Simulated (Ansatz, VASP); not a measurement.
## CdHg2Te3 in VASP and in Ansatz

File INCAR:

```
SYSTEM = CdHg2Te3
PREC = Accurate
ENCUT = 520
EDIFF = 1E-6
ISMEAR = 0
SIGMA = 0.1
LREAL = .False.
LASPH = .True.
NELM = 100
ALGO = Normal
ISIF = 2
LWAVE = .False.
LCHARG = .True.
GGA = PE
LELF = .True.
LVHAR = .True.
NBANDS = 66
```

The input KPOINTS:

```
Automatic mesh
0
Gamma
  4 2 2
  0 0 0
```

Contents of POSCAR:

```
CdHg2Te3
1.0
   -3.9556662000     -2.4563740000      0.0000000000
   -3.9556662000      7.3691220000      0.0000000000
    0.8317946000      0.0000000000    -10.5004842000
Cd Hg Te
2 4 6
Direct
    0.1899715000      0.8100285000      0.5000000000
    0.6899715000      0.3100285000      0.5000000000
    0.6546490000      0.6561210000      0.1671770000
    0.1546490000      0.1561210000      0.1671770000
    0.1884940000      0.5007360000      0.8328230000
    0.6884940000      0.0007360000      0.8328230000
    0.7219865000      0.7566625000      0.6575970000
    0.2219865000      0.2566625000      0.6575970000
    0.2408860000      0.7591140000      0.0000000000
    0.7408860000      0.2591140000      0.0000000000
    0.0040130000      0.5173380000      0.3424030000
    0.5040130000      0.0173380000      0.3424030000
```

Input for Ansatz:

```yaml
crystal:
  lattice:
    - [-3.9556662, -2.456374, 0.0]
    - [-3.9556662, 7.369122, 0.0]
    - [0.8317946, 0.0, -10.5004842]
  atoms:
    - { symbol: Cd, position: [0.1899715, 0.8100285, 0.5] }
    - { symbol: Cd, position: [0.6899715, 0.3100285, 0.5] }
    - { symbol: Hg, position: [0.654649, 0.656121, 0.167177] }
    - { symbol: Hg, position: [0.154649, 0.156121, 0.167177] }
    - { symbol: Hg, position: [0.188494, 0.500736, 0.832823] }
    - { symbol: Hg, position: [0.688494, 0.000736, 0.832823] }
    - { symbol: Te, position: [0.7219865, 0.7566625, 0.657597] }
    - { symbol: Te, position: [0.2219865, 0.2566625, 0.657597] }
    - { symbol: Te, position: [0.240886, 0.759114, 0.0] }
    - { symbol: Te, position: [0.740886, 0.259114, 0.0] }
    - { symbol: Te, position: [0.004013, 0.517338, 0.342403] }
    - { symbol: Te, position: [0.504013, 0.017338, 0.342403] }
basis:
  ecutwfc: 420
kpoints:
  mp_grid: { grid: [4, 2, 2] }
hamiltonian:
  xc: pbe
scf:
  occupations: { method: gaussian, width: 0.1 }
  lower_state_search: "off"
output:
  forces: true
  stress: true
  eigenvalues: true
```

Alike in both runs: task single point; functional PBE; k mesh 4 × 2 × 2; occupations gaussian, width 0.1 eV; no spin polarisation.

|  | VASP | Ansatz |
| --- | --- | --- |
| version | VASP 6.6.1 | Ansatz 0.2.0 |
| potentials or method | VASP PAW PBE potentials, release 64 (Cd, Hg, Te), cutoff 520 eV | scalar-relativistic, plane waves, PAW |
| valence electrons in the cell | 108 | 216 |

Ansatz gave:

* gap on the k mesh at the Fermi level (eV): 0.77
* least direct gap on the mesh (eV): 0.85
* pressure (GPa): 0.1
* traceless stress, the component that is largest in VASP (GPa): 0.08
* rms of the force components (eV/Å): 0.007

**Question.** Estimate VASP's values.

**Answer.** gap on the k mesh at the Fermi level (eV): 0.76; least direct gap on the mesh (eV): 0.83; pressure (GPa): 0.2; traceless stress, the component that is largest in VASP (GPa): 0.08; rms of the force components (eV/Å): 0.012.

Atom by atom the forces differ by 0.013 eV/Å (rms over components). The functional is the same, so the differences come from potentials, cutoffs and numerics. VASP's potentials hold 108 valence electrons a cell and Ansatz's 216, so a difference there can come from the potentials and not from the codes.

Spin-orbit coupling is off throughout.
